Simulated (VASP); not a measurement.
# Al (R-3m) in VASP: single point with PBEsol

Aim: the single point of Al with PBEsol.

All numbers are computed with VASP 6.6.1; they aren't measurements. Logs are shortened: lines on timing, memory, paths and dates and some standing lists are left out, and cuts for length are marked.

## (1) The cell of the first run

Symmetry: R-3m, No. 166, trigonal system. The conventional cell has a = 2.831 Å, b = 2.831 Å, c = 8.196 Å, α = 90.00°, β = 90.00°, γ = 120.00°. Within 3.7 Å of Al (site symmetry -3m) lie 12 Al at 2.83 to 3.18 Å.

## (2) Single point, PBEsol (strained)

The input, INCAR:

```
SYSTEM = Al
  PREC = Accurate
  ENCUT = 520
  EDIFF = 1E-6
  ISMEAR = 0
  SIGMA = 0.1
  LREAL = .False.
  LASPH = .True.
  NELM = 80
  ALGO = Fast
  ISIF = 2
  LWAVE = .False.
  LCHARG = .False.
  GGA = PS
  ISYM = 0
  NBANDS = 8
```

The input, KPOINTS:

```
regular mesh
0
Gamma
  15 15 16
  0 0 0
```

The input, POSCAR:

```
Al
1.0
    0.0000000000      2.0017566996      2.0017566996
    2.0017566996      0.0000000000      2.0017566996
    2.2446342996      2.2446342996     -0.2428776000
Al
1
Direct
    0.0000000000      0.0000000000      0.0000000000
```

Potentials or basis: VASP PAW PBE potentials, release 64 (Al).

Run with:

```console
cat potpaw_PBE.64/Al/POTCAR > POTCAR
mpirun -np 1 vasp_std > vasp.out
```

OUTCAR:

```text
SYSTEM = Al
   PREC = Accurate
   ENCUT = 520
   EDIFF = 1E-6
   ISMEAR = 0
   LREAL = .False.
   LASPH = .True.
   NELM = 80
   ISIF = 2
   GGA = PS
   ISYM = 0

 ion  position               nearest neighbor table
   1  0.000  0.000  0.000-

IMPORTANT INFORMATION: All symmetrisations will be switched off!
NOSYMM: (Re-)initialisation of all symmetry stuff for point group C_1.

----------------------------------------------------------------------------------------

                                     Primitive cell

  volume of cell :      18.9619

  direct lattice vectors                    reciprocal lattice vectors
     0.000000000  2.001756700  2.001756700    -0.236960605  0.262600605  0.236960605
     2.001756700  0.000000000  2.001756700     0.262600605 -0.236960605  0.236960605
     2.244634300  2.244634300 -0.242877600     0.211320605  0.211320605 -0.211320605

  length of vectors
     2.830911473  2.830911473  3.183670179     0.425746092  0.425746092  0.366018025

  position of ions in fractional coordinates (direct lattice)
     0.000000000  0.000000000  0.000000000

  ion indices of the primitive-cell ions
   primitive index   ion index
                 1           1

----------------------------------------------------------------------------------------

 KPOINTS: regular mesh

Automatic generation of k-mesh.
 Grid dimensions read from file:
 generate k-points for:   15   15   16

 Generating k-lattice:

  Cartesian coordinates                     Fractional coordinates (reciprocal lattice)
    -0.015797374  0.017506707  0.015797374     0.066666667  0.000000000  0.000000000
     0.017506707 -0.015797374  0.015797374     0.000000000  0.066666667  0.000000000
     0.013207538  0.013207538 -0.013207538     0.000000000  0.000000000  0.062500000

  Length of vectors
     0.028383073  0.028383073  0.022876127

  Shift w.r.t. Gamma in fractional coordinates (k-lattice)
     0.000000000  0.000000000  0.000000000

 -----------------------------------------------------------------------------
|                                                                             |
|           W    W    AA    RRRRR   N    N  II  N    N   GGGG   !!!           |
|           W    W   A  A   R    R  NN   N  II  NN   N  G    G  !!!           |
|           W    W  A    A  R    R  N N  N  II  N N  N  G       !!!           |
|           W WW W  AAAAAA  RRRRR   N  N N  II  N  N N  G  GGG   !            |
|           WW  WW  A    A  R   R   N   NN  II  N   NN  G    G                |
|           W    W  A    A  R    R  N    N  II  N    N   GGGG   !!!           |
|                                                                             |
|     Your reciprocal lattice and k-lattice belong to different lattice       |
|     classes:                                                                |
|                                                                             |
|        The reciprocal lattice is rhombohedral (trigonal),                   |
|        whereas your k-lattice is base-centered monoclinic.                  |
|                                                                             |
|     Results are often still useful ...                                      |
|                                                                             |
 -----------------------------------------------------------------------------

 WARNING: IBZKPT: internal override: KBLOWUP is changed to .FALSE.
      ... skipping the blow-up phase ...

 Subroutine IBZKPT returns following result:
 ===========================================

 Found   1801 irreducible k-points:

 Following reciprocal coordinates:
            Coordinates               Weight
  0.000000  0.000000  0.000000      1.000000
  0.066667  0.000000 -0.000000      2.000000
  0.133333  0.000000  0.000000      2.000000
  0.200000  0.000000 -0.000000      2.000000
  0.266667  0.000000  0.000000      2.000000
  0.333333  0.000000  0.000000      2.000000
[... 16 lines left out ...]
 -0.066667  0.066667  0.000000      2.000000
  0.000000  0.133333  0.000000      2.000000
 [... further k-points ...]
   k-points           NKPTS =   1801   k-points in BZ     NKDIM =   1801   number of bands    NBANDS=      8
   number of dos      NEDOS =    301   number of ions     NIONS =      1
   total plane-waves  NPLWV =  13824
   dimension x,y,z NGX =    24 NGY =   24 NGZ =   24
   dimension x,y,z NGXF=    48 NGYF=   48 NGZF=   48
   ions per type =               1
   NGX,Y,Z   is equivalent  to a cutoff of  14.09, 14.09, 12.53 a.u.
   NGXF,Y,Z  is equivalent  to a cutoff of  28.19, 28.19, 25.06 a.u.
 SYSTEM =  Al
   PREC   = accura    normal or accurate (medium, high low for compatibility)
   ISTART =      0    job   : 0-new  1-cont  2-samecut
   ICHARG =      2    charge: 1-file 2-atom 10-const
   ISPIN  =      1    spin polarized calculation?
   LNONCOLLINEAR =      F non collinear calculations
   LSORBIT =      F    spin-orbit coupling
   LASPH  =      T    aspherical Exc in radial PAW
   ENCUT  =  520.0 eV  38.22 Ry    6.18 a.u.   5.26  5.26  5.92*2*pi/ulx,y,z
   NELM   =     80;   NELMIN=  2; NELMDL= -5     # of ELM steps
   EDIFF  = 0.1E-05   stopping-criterion for ELM
   LREAL  =      F    real-space projection
   EDIFFG = 0.1E-04   stopping-criterion for IOM
   NSW    =      0    number of steps for IOM
   IBRION =     -1    ionic relax: 0-MD 1-quasi-New 2-CG
   NFREE  =      0    steps in history (QN), initial steepest desc. (CG)
   ISIF   =      2    stress and relaxation
   ISYM   =      0    0-nonsym 1-usesym 2-fastsym
   POTIM  = 0.5000    time-step for ionic-motion
   TEBEG  =    0.0;   TEEND  =   0.0 temperature during run
   PSTRESS=    0.0 pullay stress
   NELECT =       3.0000    total number of electrons
   NUPDOWN=      -1.0000    fix difference up-down
   EMIN   =  10.00;   EMAX   =-10.00  energy-range for DOS
   EFERMI =   0.00;   METHOD = LEGACY
   ISMEAR =     0;   SIGMA  =   0.10  broadening in eV -4-tet -1-fermi 0-gaus
   EFERMI_NEDOS =   21; number of points for ismear=-14 and -15
   IALGO  =     68    algorithm
   IMIX   =      4    mixing-type and parameters
     AMIX     =   0.40;   BMIX     =  1.00
     AMIX_MAG =   1.60;   BMIX_MAG =  1.00
  volume/ion in A,a.u.               =      18.96       127.96
  Fermi-wavevector in a.u.,A,eV,Ry     =   0.885432  1.673223 10.666819  0.783989
  Thomas-Fermi vector in A             =   2.006464
   LORBIT       =      0    0 simple, 1 ext, 2 COOP (PROOUT), +10 PAW based schemes
   GGA     = PS    functional components
   LHFCALC =     F    Hartree Fock is set to
   AEXX    =    0.0000 exact exchange contribution
   IVDW    =     0    specifies the selected vdW correction
   LEPSILON=     F    determine dielectric tensor
   LRPA    =     F    only Hartree local field effects (RPA)
 non-spin polarized calculation
 RMM-DIIS sequential band-by-band and
 Gauss-broadening in eV      SIGMA  =   0.10
  energy-cutoff  :      520.00
  volume of cell :       18.96
 maximum number of plane-waves:       523
 NGX is ok and might be reduce to    24
   NGX = 11   NGY = 11   NGZ = 11

 number of electron       3.0000000 magnetization

 Free energy of the ion-electron system (eV)
  ---------------------------------------------------
  ext. energy  EPLUGINS =         0.00000000
  ---------------------------------------------------
  free energy    TOTEN  =        -3.96502980 eV

  energy without entropy =       -3.96239826  energy(sigma->0) =       -3.96371403

 E-fermi :   6.5107     XC(G=0):  -9.7437

 val. band max:        6.5065550056   @ k =  -0.1333  -0.4667   0.3750
 cond. band min:       6.5127016422   @ k =   0.4667   0.0000   0.2500
 fundamental gap:      0.0061466366
 Fermi energy:         6.5106616669

 k-point     1 :       0.0000    0.0000    0.0000
  band No.  band energies     occupation
      1      -3.6649      2.00000
      2      14.7373      0.00000
      3      15.1473      0.00000
      4      19.9537      0.00000
      5      19.9539      0.00000
      6      20.7767      0.00000
      7      20.7769      0.00000
      8      23.5455      0.00000

 k-point     2 :       0.0667    0.0000   -0.0000
  band No.  band energies     occupation
      1      -3.5458      2.00000
      2      14.2508      0.00000
      3      15.7175      0.00000
      4      18.1439      0.00000
      5      19.2426      0.00000
      6      21.2338      0.00000
      7      21.6741      0.00000
      8      24.0081      0.00000

 k-point     3 :       0.1333    0.0000    0.0000
  band No.  band energies     occupation
      1      -3.1890      2.00000
      2      13.7383      0.00000
      3      15.1099      0.00000
      4      17.1837      0.00000
      5      18.4218      0.00000
      6      21.0821      0.00000
      7      22.4110      0.00000
      8      22.7936      0.00000

 k-point     4 :       0.2000    0.0000   -0.0000
  band No.  band energies     occupation
      1      -2.5962      2.00000
      2      12.4445      0.00000
      3      13.7068      0.00000
      4      17.7717      0.00000
      5      18.0296      0.00000
      6      20.7144      0.00000
      7      20.9985      0.00000
      8      21.8636      0.00000

 k-point     5 :       0.2667    0.0000    0.0000
  band No.  band energies     occupation
      1      -1.7703      2.00000
      2      10.0845      0.00000
      3      13.5723      0.00000
      4      17.3023      0.00000
      5      18.4304      0.00000
      6      19.5660      0.00000
      7      20.7627      0.00000
      8      21.2931      0.00000
[... 177 lines left out ...]
 k-point    22 :      -0.1333    0.0667   -0.0000
  band No.  band energies     occupation
      1      -2.8908      2.00000
      2      14.0457      0.00000
      3      14.7049      0.00000
      4      16.0717      0.00000
      5      17.4945      0.00000
      6      20.7178      0.00000
      7      21.6211      0.00000
      8      22.4261      0.00000

 k-point    23 :      -0.0667    0.0667    0.0000
  band No.  band energies     occupation
      1      -3.3368      2.00000
      2      14.9734      0.00000
      3      15.1488      0.00000
      4      16.7806      0.00000
      5      17.9811      0.00000
      6      21.6013      0.00000
      7      22.3028      0.00000
      8      22.5796      0.00000

 k-point    24 :       0.0000    0.1333    0.0000
  band No.  band energies     occupation
      1      -3.1890      2.00000
      2      13.7383      0.00000
      3      15.1099      0.00000
      4      17.1837      0.00000
      5      18.4218      0.00000
      6      21.0821      0.00000
      7      22.4110      0.00000
      8      22.7936      0.00000

 [... further k-points ...]

------------------------ aborting loop because EDIFF is reached ----------------------------------------

  FORCE on cell =-STRESS in cart. coord.  units (eV):
  Direction    XX          YY          ZZ          XY          YZ          ZX
  --------------------------------------------------------------------------------------
  -------------------------------------------------------------------------------------
  Total       -0.8400731     -0.8400731     -0.8963417     -0.2167664      0.2574034      0.2574032
  in kB      -70.9817876    -70.9817834    -75.7361871    -18.3156239     21.7492427     21.7492291
  external PRESSURE =     -72.5665860 kB  Pullay stress =       0.0000000 kB

 VOLUME and BASIS-vectors are now :
 -----------------------------------------------------------------------------
  energy-cutoff  :      520.00
  volume of cell :       18.96
      direct lattice vectors                 reciprocal lattice vectors
     0.000000000  2.001756700  2.001756700    -0.236960605  0.262600605  0.236960605
     2.001756700  0.000000000  2.001756700     0.262600605 -0.236960605  0.236960605
     2.244634300  2.244634300 -0.242877600     0.211320605  0.211320605 -0.211320605

 POSITION                                       TOTAL-FORCE (eV/Angst)
 -----------------------------------------------------------------------------------
      0.00000      0.00000      0.00000        -0.000000     -0.000000     -0.000000
 -----------------------------------------------------------------------------------
    total drift:                               -0.000000     -0.000000     -0.000000

  FREE ENERGIE OF THE ION-ELECTRON SYSTEM (eV)
  ---------------------------------------------------
  free  energy   TOTEN  =        -3.9650298010 eV

  energy  without entropy=       -3.9623982595  energy(sigma->0) =       -3.96371403
```

Run time: 2.3 min. Hardware: 1 thread of Intel Xeon Platinum 8259CL at 2.50GHz (Skylake/Cascade Lake), shared host; peak memory 0.34 GiB.

What came out:

* Free energy: -3.9650 eV
* Pressure: -7.3 GPa
* Band gap on the k mesh: zero (an odd number of electrons rules out a gap without spin polarisation)

Stress tensor (GPa, compression positive):
```
-7.10 -1.83  2.17
-1.83 -7.10  2.17
 2.17  2.17 -7.57
```

Levels at points of the mesh, in eV from the Fermi level:
```csv
k point,band 1,band 2,band 3,band 4,band 5
"(0.00, 0.00, 0.00)",-10.18,8.23,8.64,13.44,13.44
"(0.00, 0.00, 0.50)",-5.96,-4.58,12.55,12.55,12.62
```

Caveat: the cell differs from its parent crystal (strained); the cell stands under tension; the PAW data sets were made with another functional, which shifts forces and pressure a little.
